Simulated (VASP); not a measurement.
# Ni (Fm-3m) in VASP: further runs

The runs below take Ni through single point, relaxation of cell and atoms, with PBEsol.

All numbers are computed with VASP 6.6.1; they aren't measurements. Logs are shortened: lines on timing, memory, paths and dates and some standing lists are left out, and cuts for length are marked.

### 1 The cell of the first run

Symmetry: Fm-3m, No. 225, cubic system. The conventional cell has a = 3.462 Å, b = 3.462 Å, c = 3.462 Å, α = 90.00°, β = 90.00°, γ = 90.00°. Within 3.2 Å of Ni (site symmetry m-3m) lie 12 Ni at 2.45 Å.

### 2 Single point, PBEsol, collinear spin, ferromagnetic start

INCAR reads:

```
SYSTEM = Ni
PREC = Accurate ; ENCUT = 520
EDIFF = 1E-6 ; ISMEAR = -1
SIGMA = 0.05 ; LREAL = .False.
LASPH = .True. ; NELM = 150
ALGO = Normal ; ISIF = 2
LWAVE = .False. ; LCHARG = .False.
ISPIN = 2 ; MAGMOM = 1.5
LORBIT = 11 ; LMAXMIX = 4
GGA = PS ; NBANDS = 15
```

KPOINTS reads:

```
regular mesh
0
Gamma
  16 16 16
  0 0 0
```

POSCAR reads:

```
Ni
1.0
    0.0000000000      1.7309459779      1.7309459779
    1.7309459779      0.0000000000      1.7309459779
    1.7309459779      1.7309459779      0.0000000000
Ni
1
Direct
    0.0000000000      0.0000000000      0.0000000000
```

Potentials or basis: VASP PAW PBE potentials, release 64 (Ni).

On the command line:

```console
$ cat potpaw_PBE.64/Ni/POTCAR > POTCAR
$ mpirun -np 1 vasp_std > vasp.out
```

OUTCAR:

```text
SYSTEM = Ni
   PREC = Accurate
   ENCUT = 520
   EDIFF = 1E-6
   ISMEAR = -1
   LREAL = .False.
   LASPH = .True.
   NELM = 150
   ISIF = 2
   ISPIN = 2
   LORBIT = 11
   GGA = PS

 ion  position               nearest neighbor table
   1  0.000  0.000  0.000-

  LATTYP: Found a face centered cubic cell.
 ALAT       =     3.4618919558

  Lattice vectors:

 A1 = (   0.0000000000,   1.7309459779,   1.7309459779)
 A2 = (   1.7309459779,   0.0000000000,   1.7309459779)
 A3 = (   1.7309459779,   1.7309459779,   0.0000000000)

Analysis of symmetry for initial positions (statically):
=====================================================================
 Subroutine PRICEL returns:
 Original cell was already a primitive cell.

 Routine SETGRP: Setting up the symmetry group for a
 face centered cubic supercell.

 Subroutine GETGRP returns: Found 48 space group operations
 (whereof 48 operations were pure point group operations)
 out of a pool of 48 trial point group operations.

The static configuration has the point symmetry O_h .

Analysis of symmetry for dynamics (positions and initial velocities):
=====================================================================
 Subroutine PRICEL returns:
 Original cell was already a primitive cell.

 Routine SETGRP: Setting up the symmetry group for a
 face centered cubic supercell.

 Subroutine GETGRP returns: Found 48 space group operations
 (whereof 48 operations were pure point group operations)
 out of a pool of 48 trial point group operations.

The dynamic configuration has the point symmetry O_h .

Analysis of structural, dynamic, and magnetic symmetry:
=====================================================================
 Subroutine PRICEL returns:
 Original cell was already a primitive cell.

 Routine SETGRP: Setting up the symmetry group for a
 face centered cubic supercell.

 Subroutine GETGRP returns: Found 48 space group operations
 (whereof 48 operations were pure point group operations)
 out of a pool of 48 trial point group operations.

The overall configuration has the point symmetry O_h .

 Subroutine INISYM returns: Found 48 space group operations
 (whereof 48 operations are pure point group operations),
 and found     1 'primitive' translations

----------------------------------------------------------------------------------------

                                     Primitive cell

  volume of cell :      10.3724

  direct lattice vectors                    reciprocal lattice vectors
     0.000000000  1.730945978  1.730945978    -0.288859390  0.288859390  0.288859390
[... 125 lines left out ...]
 Free energy of the ion-electron system (eV)
  ---------------------------------------------------
  ext. energy  EPLUGINS =         0.00000000
  ---------------------------------------------------
  free energy    TOTEN  =        -6.14318600 eV

  energy without entropy =       -6.12984876  energy(sigma->0) =       -6.13651738

 E-fermi :   9.8785     XC(G=0): -13.7207

 val. band max:        9.8735980271   @ k =  -0.3125   0.3750   0.0625
 cond. band min:       9.8850186238   @ k =  -0.4375   0.2500   0.1250
 fundamental gap:      0.0114205966
 Fermi energy:         9.8785490307

 spin component 1

 k-point     1 :       0.0000    0.0000    0.0000
  band No.  band energies     occupation
      1       0.4822      1.00000
      2       7.3529      1.00000
      3       7.3529      1.00000
      4       7.3529      1.00000
      5       8.6038      1.00000
      6       8.6038      1.00000
      7      33.9796      0.00000
      8      38.1978      0.00000
      9      38.1978      0.00000
     10      38.1978      0.00000
     11      41.2866      0.00000
     12      41.2866      0.00000
     13      41.2866      0.00000
     14      44.1880      0.00000
[... 403 lines left out ...]
      4       7.4619      1.00000
      5       8.5124      1.00000
      6       8.6195      1.00000
      7      32.7197      0.00000
      8      34.5496      0.00000
      9      36.8653      0.00000
     10      38.7897      0.00000
     11      41.4532      0.00000
     12      41.4573      0.00000
     13      44.4900      0.00000
     14      47.0047      0.00000
     15      47.2360      0.00000

 [... further k-points ...]

 spin component 2

 k-point     1 :       0.0000    0.0000    0.0000
  band No.  band energies     occupation
      1       0.4712      1.00000
      2       8.0323      1.00000
      3       8.0323      1.00000
      4       8.0323      1.00000
      5       9.1751      1.00000
      6       9.1751      1.00000
      7      33.8756      0.00000
      8      38.1931      0.00000
      9      38.1931      0.00000
     10      38.1931      0.00000
     11      41.4019      0.00000
     12      41.4019      0.00000
     13      41.4019      0.00000
     14      44.1024      0.00000
[... 403 lines left out ...]
      4       8.1420      1.00000
      5       9.0785      1.00000
      6       9.1925      1.00000
      7      32.7141      0.00000
      8      34.5843      0.00000
      9      36.8611      0.00000
     10      38.7860      0.00000
     11      41.4736      0.00000
     12      41.5631      0.00000
     13      44.5027      0.00000
     14      47.1631      0.00000
     15      47.2374      0.00000

 [... further k-points ...]

------------------------ aborting loop because EDIFF is reached ----------------------------------------

  FORCE on cell =-STRESS in cart. coord.  units (eV):
  Direction    XX          YY          ZZ          XY          YZ          ZX
  --------------------------------------------------------------------------------------
  -------------------------------------------------------------------------------------
  Total       -0.0025507     -0.0025507     -0.0025507      0.0000000      0.0000000      0.0000000
  in kB       -0.3939995     -0.3939995     -0.3939995      0.0000000      0.0000000      0.0000000
  external PRESSURE =      -0.3939995 kB  Pullay stress =       0.0000000 kB

 VOLUME and BASIS-vectors are now :
 -----------------------------------------------------------------------------
  energy-cutoff  :      520.00
  volume of cell :       10.37
      direct lattice vectors                 reciprocal lattice vectors
     0.000000000  1.730945978  1.730945978    -0.288859390  0.288859390  0.288859390
     1.730945978  0.000000000  1.730945978     0.288859390 -0.288859390  0.288859390
     1.730945978  1.730945978  0.000000000     0.288859390  0.288859390 -0.288859390

 POSITION                                       TOTAL-FORCE (eV/Angst)
 -----------------------------------------------------------------------------------
      0.00000      0.00000      0.00000         0.000000     -0.000000      0.000000
 -----------------------------------------------------------------------------------
    total drift:                                0.000000     -0.000000     -0.000000

  FREE ENERGIE OF THE ION-ELECTRON SYSTEM (eV)
  ---------------------------------------------------
  free  energy   TOTEN  =        -6.1431859986 eV

  energy  without entropy=       -6.1298487635  energy(sigma->0) =       -6.13651738

 total charge

# of ion       s       p       d       tot
------------------------------------------
    1        0.520   0.546   8.336   9.403

 magnetization (x)

# of ion       s       p       d       tot
------------------------------------------
    1       -0.007  -0.024   0.622   0.592
```

OSZICAR:

```text
N       E                     dE             d eps       ncg     rms          rms(c)
DAV:   1     0.321119296105E+02    0.32112E+02   -0.41843E+03  9349   0.867E+02
DAV:   2    -0.592628470093E+01   -0.38038E+02   -0.35118E+02  9827   0.164E+02
DAV:   3    -0.728362252591E+01   -0.13573E+01   -0.13493E+01 10674   0.304E+01
DAV:   4    -0.729103372917E+01   -0.74112E-02   -0.74101E-02 10746   0.214E+00
DAV:   5    -0.729110972686E+01   -0.75998E-04   -0.75996E-04 10834   0.196E-01    0.115E+01
DAV:   6    -0.649356962678E+01    0.79754E+00   -0.14330E+01 12613   0.432E+01    0.584E+00
DAV:   7    -0.616294421670E+01    0.33063E+00   -0.24108E+00 11305   0.155E+01    0.192E+00
DAV:   8    -0.614709812334E+01    0.15846E-01   -0.23612E-02 11115   0.985E-01    0.961E-01
DAV:   9    -0.614404899671E+01    0.30491E-02   -0.17197E-03 14316   0.229E-01    0.317E-01
DAV:  10    -0.614318637382E+01    0.86262E-03   -0.10131E-03 14157   0.166E-01    0.394E-02
DAV:  11    -0.614318407296E+01    0.23009E-05   -0.17558E-05 12166   0.274E-02    0.246E-02
DAV:  12    -0.614318606184E+01   -0.19889E-05   -0.99851E-07  9135   0.766E-03    0.703E-03
DAV:  13    -0.614318599857E+01    0.63277E-07   -0.63908E-07  8340   0.514E-03
   1 F= -.61431860E+01 E0= -.61365174E+01  d E =-.133372E-01  mag=     0.5861
```

It took 27 s on 1 thread of Intel Xeon Platinum 8488C (Sapphire Rapids), shared host; peak memory 0.15 GiB.

What came out:

* Free energy: -6.1432 eV
* Pressure: 0.0 GPa
* Net moment: 0.59 μB per cell
* Site moments: Ni +0.59 μB
* Valence electrons inside the program's atomic spheres: Ni 9.40

Levels at points of the mesh, in eV from the Fermi level:
Spin up:
| k point | band 2 | band 3 | band 4 | band 5 | band 6 | band 7 | band 8 | band 9 |
| --- | --- | --- | --- | --- | --- | --- | --- | --- |
| (0.00, 0.00, 0.00) | -2.53 | -2.53 | -2.53 | -1.27 | -1.27 | 24.10 | 28.32 | 28.32 |
| (0.50, 0.00, 0.00) | -2.52 | -2.52 | -0.55 | -0.55 | -0.43 | 6.01 | 22.57 | 25.46 |
| (0.50, 0.50, 0.00) | -4.44 | -0.51 | -0.40 | -0.40 | 2.42 | 9.64 | 15.22 | 15.22 |
Spin down:
```tsv
k point	band 3	band 4	band 5	band 6	band 7	band 8
(0.00, 0.00, 0.00)	-1.85	-1.85	-0.70	-0.70	24.00	28.31
(0.50, 0.00, 0.00)	-1.94	-0.46	0.15	0.15	6.40	22.47
(0.50, 0.50, 0.00)	0.09	0.38	0.38	2.41	9.89	15.24
```

Caveat: the PAW data sets were made with another functional, which shifts forces and pressure a little.

### 3 Single point, PBEsol, collinear spin, ferromagnetic start

INCAR reads:

```
SYSTEM = Ni
PREC     = Accurate       ! precision mode
ENCUT    = 520            ! plane-wave cutoff, eV
EDIFF    = 1E-7           ! SCF threshold, eV
ISMEAR   = -1             ! smearing method
SIGMA    = 0.05           ! smearing width, eV
LREAL    = .FALSE.        ! projectors in reciprocal space
LASPH    = .TRUE.         ! aspherical terms in the spheres
NELM     = 150            ! most SCF steps
ALGO     = Normal         ! electronic algorithm
ISIF     = 2              ! what is computed and relaxed
LWAVE    = .FALSE.        ! write WAVECAR
LCHARG   = .FALSE.        ! write CHGCAR
ISPIN    = 2              ! spin polarisation
MAGMOM   = 1.5            ! initial moments
LORBIT   = 11             ! projections on sites
LMAXMIX  = 4              ! l up to which the mixer works
GGA      = PS             ! functional
NBANDS   = 15             ! bands
```

KPOINTS reads:

```
regular mesh
0
G
  16 16 16
  0 0 0
```

POSCAR reads:

```
Ni
1.0
    0.0000000000      1.7309803515      1.7309803515
    1.7309803515      0.0000000000      1.7309803515
    1.7309803515      1.7309803515      0.0000000000
Ni
1
Direct
    0.0000000000      0.0000000000      0.0000000000
```

Potentials or basis: VASP PAW PBE potentials, release 64 (Ni).

On the command line:

```console
$ cat potpaw_PBE.64/Ni/POTCAR > POTCAR
$ mpirun -np 1 vasp_std > vasp.out
```

OUTCAR:

```text
SYSTEM = Ni
   PREC = Accurate
   ENCUT = 520
   EDIFF = 1E-7
   ISMEAR = -1
   LREAL = .FALSE.
   LASPH = .TRUE.
   NELM = 150
   ISIF = 2
   ISPIN = 2
   LORBIT = 11
   GGA = PS

 ion  position               nearest neighbor table
   1  0.000  0.000  0.000-

  LATTYP: Found a face centered cubic cell.
 ALAT       =     3.4619607030

  Lattice vectors:

 A1 = (   0.0000000000,   1.7309803515,   1.7309803515)
 A2 = (   1.7309803515,   0.0000000000,   1.7309803515)
 A3 = (   1.7309803515,   1.7309803515,   0.0000000000)

Analysis of symmetry for initial positions (statically):
=====================================================================
 Subroutine PRICEL returns:
 Original cell was already a primitive cell.

 Routine SETGRP: Setting up the symmetry group for a
 face centered cubic supercell.

 Subroutine GETGRP returns: Found 48 space group operations
 (whereof 48 operations were pure point group operations)
 out of a pool of 48 trial point group operations.

The static configuration has the point symmetry O_h .

Analysis of symmetry for dynamics (positions and initial velocities):
=====================================================================
 Subroutine PRICEL returns:
 Original cell was already a primitive cell.

 Routine SETGRP: Setting up the symmetry group for a
 face centered cubic supercell.

 Subroutine GETGRP returns: Found 48 space group operations
 (whereof 48 operations were pure point group operations)
 out of a pool of 48 trial point group operations.

The dynamic configuration has the point symmetry O_h .

Analysis of structural, dynamic, and magnetic symmetry:
=====================================================================
 Subroutine PRICEL returns:
 Original cell was already a primitive cell.

 Routine SETGRP: Setting up the symmetry group for a
 face centered cubic supercell.

 Subroutine GETGRP returns: Found 48 space group operations
 (whereof 48 operations were pure point group operations)
 out of a pool of 48 trial point group operations.
[... 162 lines left out ...]
      4       7.3522      1.00000
      5       8.6030      1.00000
      6       8.6030      1.00000
      7      33.9782      0.00000
      8      38.1959      0.00000
      9      38.1959      0.00000
     10      38.1959      0.00000
     11      41.2845      0.00000
     12      41.2845      0.00000
     13      41.2845      0.00000
     14      44.1861      0.00000
[... 403 lines left out ...]
      4       7.4612      1.00000
      5       8.5116      1.00000
      6       8.6187      1.00000
      7      32.7181      0.00000
      8      34.5478      0.00000
      9      36.8636      0.00000
     10      38.7878      0.00000
     11      41.4511      0.00000
     12      41.4553      0.00000
     13      44.4880      0.00000
     14      47.0022      0.00000
     15      47.2338      0.00000

 [... further k-points ...]

 spin component 2

 k-point     1 :       0.0000    0.0000    0.0000
  band No.  band energies     occupation
      1       0.4707      1.00000
      2       8.0316      1.00000
      3       8.0316      1.00000
      4       8.0316      1.00000
      5       9.1742      1.00000
      6       9.1742      1.00000
      7      33.8742      0.00000
      8      38.1912      0.00000
      9      38.1912      0.00000
     10      38.1912      0.00000
     11      41.3998      0.00000
     12      41.3998      0.00000
     13      41.3998      0.00000
     14      44.1005      0.00000
[... 403 lines left out ...]
      4       8.1413      1.00000
      5       9.0777      1.00000
      6       9.1917      1.00000
      7      32.7126      0.00000
      8      34.5825      0.00000
      9      36.8593      0.00000
     10      38.7842      0.00000
     11      41.4717      0.00000
     12      41.5610      0.00000
     13      44.5007      0.00000
     14      47.1606      0.00000
     15      47.2352      0.00000

 [... further k-points ...]

------------------------ aborting loop because EDIFF is reached ----------------------------------------

  FORCE on cell =-STRESS in cart. coord.  units (eV):
  Direction    XX          YY          ZZ          XY          YZ          ZX
  --------------------------------------------------------------------------------------
  -------------------------------------------------------------------------------------
  Total       -0.0030648     -0.0030648     -0.0030648     -0.0000000      0.0000000      0.0000000
  in kB       -0.4733819     -0.4733819     -0.4733819     -0.0000000      0.0000000      0.0000000
  external PRESSURE =      -0.4733819 kB  Pullay stress =       0.0000000 kB

 VOLUME and BASIS-vectors are now :
 -----------------------------------------------------------------------------
  energy-cutoff  :      520.00
  volume of cell :       10.37
      direct lattice vectors                 reciprocal lattice vectors
     0.000000000  1.730980351  1.730980351    -0.288853654  0.288853654  0.288853654
     1.730980351  0.000000000  1.730980351     0.288853654 -0.288853654  0.288853654
     1.730980351  1.730980351  0.000000000     0.288853654  0.288853654 -0.288853654

 POSITION                                       TOTAL-FORCE (eV/Angst)
 -----------------------------------------------------------------------------------
      0.00000      0.00000      0.00000         0.000000     -0.000000      0.000000
 -----------------------------------------------------------------------------------
    total drift:                                0.000000     -0.000000     -0.000000

  FREE ENERGIE OF THE ION-ELECTRON SYSTEM (eV)
  ---------------------------------------------------
  free  energy   TOTEN  =        -6.1431858064 eV

  energy  without entropy=       -6.1298473177  energy(sigma->0) =       -6.13651656

 total charge

# of ion       s       p       d       tot
------------------------------------------
    1        0.520   0.546   8.336   9.403

 magnetization (x)

# of ion       s       p       d       tot
------------------------------------------
    1       -0.007  -0.024   0.622   0.592
```

stdout:

```text
POSCAR found type information on POSCAR Ni
 POSCAR found :  1 types and       1 ions
 scaLAPACK will be used
 -----------------------------------------------------------------------------
|                                                                             |
|                                                                             |
|     You enforced a specific xc type in the INCAR file but a different       |
|     I HOPE YOU KNOW WHAT YOU ARE DOING!                                     |
|                                                                             |
 -----------------------------------------------------------------------------

 LDA part: xc-table for (Slater+PW92), standard interpolation
 POSCAR, INCAR and KPOINTS ok, starting setup
 FFT: planning ... GRIDC
 FFT: planning ... GRID_SOFT
 FFT: planning ... GRID
 WAVECAR not read
 entering main loop
```

It took 26 s on 1 thread of Intel Xeon Platinum 8488C (Sapphire Rapids), shared host; peak memory 0.15 GiB.

What came out:

- Free energy: -6.1432 eV
- Pressure: 0.0 GPa
- Net moment: 0.59 μB per cell
- Site moments: Ni +0.59 μB
- Valence electrons inside the program's atomic spheres: Ni 9.40

Caveat: the PAW data sets were made with another functional, which shifts forces and pressure a little.

[end of part 1 of 2]
